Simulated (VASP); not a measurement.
# Cu (R-3m) in VASP: relaxation of cell and atoms with r2SCAN

Aim: the relaxation of cell and atoms of Cu with r2SCAN.

Everything below comes from runs of VASP 6.6.1. Logs are shortened: lines on timing, memory, paths and dates and some standing lists are left out, and cuts for length are marked.

## Step 1: The cell of the first run

The structure is trigonal, space group R-3m (No. 166). The conventional cell has a = 2.671 Å, b = 2.671 Å, c = 19.366 Å, α = 90.00°, β = 90.00°, γ = 120.00°. Cu (site symmetry -3m) has 12 Cu at 2.65 to 2.67 Å within 3.5 Å. Cu (site symmetry 3m) has 12 Cu at 2.65 to 2.67 Å within 3.5 Å.

## Step 2: Relaxation of cell and atoms, r2SCAN

The input, POSCAR:

```
Cu
1.0
    1.3357136028      0.7711746081      6.4554200298
   -1.3357136028      0.7711746081      6.4554200298
    0.0000000000     -1.5423492163      6.4554200298
Cu
3
Direct
    0.0000000000      0.0000000000      0.0000000000
    0.2222200000      0.2222200000      0.2222200000
    0.7777800000      0.7777800000      0.7777800000
```

The input, INCAR.step1:

```
  ALGO = Normal
  EDIFF = 1E-4
  ENCUT = 600
  GGA = PE
  ISMEAR = 0
  LASPH = T
  LCHARG = F
  LREAL = F
  LWAVE = T
  NELM = 100
  PREC = Accurate
  SIGMA = 0.1
```

The input, INCAR.step2:

```
  ALGO = Normal
  EDIFF = 1E-6
  EDIFFG = -0.04
  ENCUT = 600
  IBRION = 2
  ISIF = 3
  ISMEAR = 0
  ISTART = 1
  LASPH = T
  LCHARG = F
  LMIXTAU = T
  LREAL = F
  LWAVE = F
  METAGGA = R2SCAN
  NELM = 100
  NSW = 90
  PREC = Accurate
  SIGMA = 0.1
```

The input, KPOINTS:

```
k-points
0
Gamma
  9 9 9
```

Potentials or basis: VASP PAW PBE potentials, release 64 (Cu).

On the command line:

```bash
> cat potpaw_PBE.64/Cu/POTCAR > POTCAR
> cp INCAR.step1 INCAR
> mpirun -np 1 vasp_std > vasp.out
> cp INCAR.step2 INCAR
> mpirun -np 1 vasp_std > vasp.out
```

OUTCAR:

```text
EDIFF = 1E-6
   EDIFFG = -0.04
   ENCUT = 600
   IBRION = 2
   ISIF = 3
   ISMEAR = 0
   ISTART = 1
   LASPH = T
   LREAL = F
   METAGGA = R2SCAN
   NELM = 100
   NSW = 90
   PREC = Accurate

 ion  position               nearest neighbor table
   1  0.000  0.000  0.000-   3 2.65   3 2.65   2 2.65   2 2.65   3 2.65   2 2.65
   2  0.222  0.222  0.222-   3 2.65   3 2.65   3 2.65   1 2.65   1 2.65   1 2.65
   3  0.778  0.778  0.778-   2 2.65   2 2.65   2 2.65   1 2.65   1 2.65   1 2.65

  LATTYP: Found a trigonal (rhomboedric) cell.
 ALAT       =     6.6371144985
 COS(alpha) =     0.9189975651

  Lattice vectors:

 A1 = (   1.3357136028,   0.7711746081,   6.4554200298)
 A2 = (  -1.3357136028,   0.7711746081,   6.4554200298)
 A3 = (   0.0000000000,  -1.5423492163,   6.4554200298)

Analysis of symmetry for initial positions (statically):
=====================================================================
 Subroutine PRICEL returns:
 Original cell was already a primitive cell.

 Routine SETGRP: Setting up the symmetry group for a
 trigonal (rhombohedral) supercell.

 Subroutine GETGRP returns: Found 12 space group operations
 (whereof 12 operations were pure point group operations)
 out of a pool of 12 trial point group operations.

The static configuration has the point symmetry D_3d.

Analysis of symmetry for dynamics (positions and initial velocities):
=====================================================================
 Subroutine PRICEL returns:
 Original cell was already a primitive cell.

 Routine SETGRP: Setting up the symmetry group for a
 trigonal (rhombohedral) supercell.

 Subroutine GETGRP returns: Found 12 space group operations
 (whereof 12 operations were pure point group operations)
 out of a pool of 12 trial point group operations.

The dynamic configuration has the point symmetry D_3d.

 Subroutine INISYM returns: Found 12 space group operations
 (whereof 12 operations are pure point group operations),
 and found     1 'primitive' translations

----------------------------------------------------------------------------------------

                                     Primitive cell

  volume of cell :      39.8971

  direct lattice vectors                    reciprocal lattice vectors
     1.335713603  0.771174608  6.455420030     0.374331742  0.216120532  0.051636196
    -1.335713603  0.771174608  6.455420030    -0.374331742  0.216120532  0.051636196
     0.000000000 -1.542349216  6.455420030     0.000000000 -0.432241064  0.051636196

  length of vectors
     6.637114498  6.637114498  6.637114498     0.435314409  0.435314409  0.435314409

  position of ions in fractional coordinates (direct lattice)
     0.000000000  0.000000000  0.000000000
     0.222220000  0.222220000  0.222220000
     0.777780000  0.777780000  0.777780000

  ion indices of the primitive-cell ions
   primitive index   ion index
                 1           1
                 2           2
                 3           3

----------------------------------------------------------------------------------------

 KPOINTS: k-points

Automatic generation of k-mesh.
 Grid dimensions read from file:
 generate k-points for:    9    9    9

 Generating k-lattice:

  Cartesian coordinates                     Fractional coordinates (reciprocal lattice)
     0.041592416  0.024013392  0.005737355     0.111111111  0.000000000 -0.000000000
    -0.041592416  0.024013392  0.005737355     0.000000000  0.111111111 -0.000000000
     0.000000000 -0.048026785  0.005737355    -0.000000000 -0.000000000  0.111111111

  Length of vectors
     0.048368268  0.048368268  0.048368268

  Shift w.r.t. Gamma in fractional coordinates (k-lattice)
     0.000000000  0.000000000  0.000000000

 Subroutine IBZKPT returns following result:
 ===========================================

 Found     85 irreducible k-points:

 Following reciprocal coordinates:
            Coordinates               Weight
  0.000000  0.000000  0.000000      1.000000
  0.111111 -0.000000  0.000000      6.000000
  0.222222 -0.000000  0.000000      6.000000
  0.333333 -0.000000  0.000000      6.000000
  0.444444 -0.000000  0.000000      6.000000
  0.111111  0.111111  0.000000      6.000000
[... 16 lines left out ...]
 -0.333333  0.333333  0.000000      6.000000
  0.444444  0.444444  0.000000      6.000000
 [... further k-points ...]
   k-points           NKPTS =     85   k-points in BZ     NKDIM =     85   number of bands    NBANDS=     20
   number of dos      NEDOS =    301   number of ions     NIONS =      3
   total plane-waves  NPLWV = 157464
   dimension x,y,z NGX =    54 NGY =   54 NGZ =   54
   dimension x,y,z NGXF=   108 NGYF=  108 NGZF=  108
   ions per type =               3
   NGX,Y,Z   is equivalent  to a cutoff of  13.53, 13.53, 13.53 a.u.
   NGXF,Y,Z  is equivalent  to a cutoff of  27.05, 27.05, 27.05 a.u.
 SYSTEM =  unknown system
   PREC   = accura    normal or accurate (medium, high low for compatibility)
   ISTART =      1    job   : 0-new  1-cont  2-samecut
   ICHARG =      0    charge: 1-file 2-atom 10-const
   ISPIN  =      1    spin polarized calculation?
   LNONCOLLINEAR =      F non collinear calculations
   LSORBIT =      F    spin-orbit coupling
   LASPH  =      T    aspherical Exc in radial PAW
   ENCUT  =  600.0 eV  44.10 Ry    6.64 a.u.  13.26 13.26 13.26*2*pi/ulx,y,z
   NELM   =    100;   NELMIN=  2; NELMDL=  0     # of ELM steps
   EDIFF  = 0.1E-05   stopping-criterion for ELM
   LREAL  =      F    real-space projection
   EDIFFG = -.4E-01   stopping-criterion for IOM
   NSW    =     90    number of steps for IOM
   IBRION =      2    ionic relax: 0-MD 1-quasi-New 2-CG
   NFREE  =      1    steps in history (QN), initial steepest desc. (CG)
   ISIF   =      3    stress and relaxation
   ISYM   =      2    0-nonsym 1-usesym 2-fastsym
   POTIM  = 0.5000    time-step for ionic-motion
   TEBEG  =    0.0;   TEEND  =   0.0 temperature during run
   PSTRESS=    0.0 pullay stress
   NELECT =      33.0000    total number of electrons
   NUPDOWN=      -1.0000    fix difference up-down
   EMIN   =  10.00;   EMAX   =-10.00  energy-range for DOS
   EFERMI =   0.00;   METHOD = LEGACY
   ISMEAR =     0;   SIGMA  =   0.10  broadening in eV -4-tet -1-fermi 0-gaus
   EFERMI_NEDOS =   21; number of points for ismear=-14 and -15
   IALGO  =     38    algorithm
   IMIX   =      4    mixing-type and parameters
     AMIX     =   0.40;   BMIX     =  1.00
     AMIX_MAG =   1.60;   BMIX_MAG =  1.00
  volume/ion in A,a.u.               =      13.30        89.75
  Fermi-wavevector in a.u.,A,eV,Ry     =   1.536735  2.904007 32.130882  2.361553
  Thomas-Fermi vector in A             =   2.643342
   LORBIT       =      0    0 simple, 1 ext, 2 COOP (PROOUT), +10 PAW based schemes
   METAGGA = R2SCAN    functional components
   LHFCALC =     F    Hartree Fock is set to
   AEXX    =    0.0000 exact exchange contribution
   IVDW    =     0    specifies the selected vdW correction
   LEPSILON=     F    determine dielectric tensor
   LRPA    =     F    only Hartree local field effects (RPA)
 conjugate gradient relaxation of ions
 non-spin polarized calculation
 Gauss-broadening in eV      SIGMA  =   0.10
  energy-cutoff  :      600.00
  volume of cell :       39.90
 maximum number of plane-waves:      1358
 NGX is ok and might be reduce to    54
   NGX = 27   NGY = 27   NGZ = 27

--------------------------------------- Ionic step        1  -------------------------------------------

 number of electron      32.9999985 magnetization

 Free energy of the ion-electron system (eV)
  ---------------------------------------------------
  ext. energy  EPLUGINS =         0.00000000
  ---------------------------------------------------
  free energy    TOTEN  =       -32.17518094 eV

  energy without entropy =      -32.17101903  energy(sigma->0) =      -32.17309998

------------------------ aborting loop because EDIFF is reached ----------------------------------------

  FORCE on cell =-STRESS in cart. coord.  units (eV):
  Direction    XX          YY          ZZ          XY          YZ          ZX
  --------------------------------------------------------------------------------------
  -------------------------------------------------------------------------------------
  Total       -4.3182637     -4.3182637     -3.4807631      0.0000000      0.0000000     -0.0000000
  in kB     -173.4115073   -173.4115073   -139.7794155      0.0000000      0.0000000     -0.0000000
  external PRESSURE =    -162.2008100 kB  Pullay stress =       0.0000000 kB
[... 170 lines left out ...]
  energy  without entropy=      -32.4990566533  energy(sigma->0) =      -32.50102675

--------------------------------------- Ionic step        6  -------------------------------------------

 number of electron      33.0000014 magnetization

 Free energy of the ion-electron system (eV)
  ---------------------------------------------------
  ext. energy  EPLUGINS =         0.00000000
  ---------------------------------------------------
  free energy    TOTEN  =       -32.50322961 eV

  energy without entropy =      -32.49926014  energy(sigma->0) =      -32.50124488

 E-fermi :   7.8726     XC(G=0): -13.9584

 val. band max:        7.7634983949   @ k =   0.4444   0.4444   0.3333
 cond. band min:       7.8761258799   @ k =   0.4444   0.2222   0.0000
 fundamental gap:      0.1126274850
 Fermi energy:         7.8726124097

 k-point     1 :       0.0000    0.0000    0.0000
  band No.  band energies     occupation
      1      -2.1272      2.00000
      2       1.3855      2.00000
      3       1.3904      2.00000
      4       4.5147      2.00000
      5       4.5155      2.00000
      6       4.5192      2.00000
[... 12 lines left out ...]
     19      16.7533      0.00000
[... 513 lines left out ...]
      4       3.2003      2.00000
      5       3.8523      2.00000
      6       4.0229      2.00000
[... 12 lines left out ...]
     19      13.1589      0.00000
     20      14.1847      0.00000

 [... further k-points ...]

------------------------ aborting loop because EDIFF is reached ----------------------------------------

  FORCE on cell =-STRESS in cart. coord.  units (eV):
  Direction    XX          YY          ZZ          XY          YZ          ZX
  --------------------------------------------------------------------------------------
  -------------------------------------------------------------------------------------
  Total        0.0992718      0.0992718      0.0977029      0.0000000     -0.0000000      0.0000000
  in kB        4.6339181      4.6339181      4.5606815      0.0000000     -0.0000000      0.0000000
  external PRESSURE =       4.6095059 kB  Pullay stress =       0.0000000 kB
[... 18 lines left out ...]
  FREE ENERGIE OF THE ION-ELECTRON SYSTEM (eV)
  ---------------------------------------------------
  free  energy   TOTEN  =       -32.5032296118 eV

  energy  without entropy=      -32.4992601409  energy(sigma->0) =      -32.50124488

 reached required accuracy - stopping structural energy minimisation
```

Wall time 77 min (1 thread of Intel Xeon 6975P-C (Granite Rapids), shared host); peak memory 0.46 GiB.

Results:

* Free energy: -32.5032 eV
* Relaxed volume: 11.44 Å³/atom
* Relaxed cell: a = 6.410 Å, b = 6.410 Å, c = 6.410 Å, α = 22.67°, β = 22.67°, γ = 22.67°
* Space group after relaxing (to 0.1 Å): R-3m (No. 166)
* Energy gained by relaxing: 109.3 meV/atom
* Ionic steps: 6
* Pressure after relaxing: 0.5 GPa
* Band gap on the k mesh: zero (an odd number of electrons rules out a gap without spin polarisation)

The path:
| step | energy change (eV) | largest force (eV/Å) | pressure (GPa) | volume (Å³) |
| --- | --- | --- | --- | --- |
| 1 | 0.0000 | 0.0149 | -16.22 | 39.90 |
| 2 | -0.2726 | 0.0120 | 9.97 | 32.61 |
| 3 | -0.3250 | 0.0141 | 0.04 | 34.42 |
| 4 | -0.3249 | 0.0137 | 0.51 | 34.32 |
| 5 | -0.3278 | 0.0044 | 0.47 | 34.32 |
| 6 | -0.3280 | 0.0016 | 0.46 | 34.32 |

Final structure:
```yaml
crystal:
  lattice:
    - [1.25984, 0.72737, 6.24263]
    - [-1.25984, 0.72737, 6.24263]
    - [0.00000, -1.45474, 6.24263]
  atoms:
    - { symbol: Cu, position: [0.00000, 0.00000, 0.00000] }
    - { symbol: Cu, position: [0.22230, 0.22230, 0.22230] }
    - { symbol: Cu, position: [0.77770, 0.77770, 0.77770] }
```

Caveat: the PAW data sets were made with another functional, which shifts forces and pressure a little.
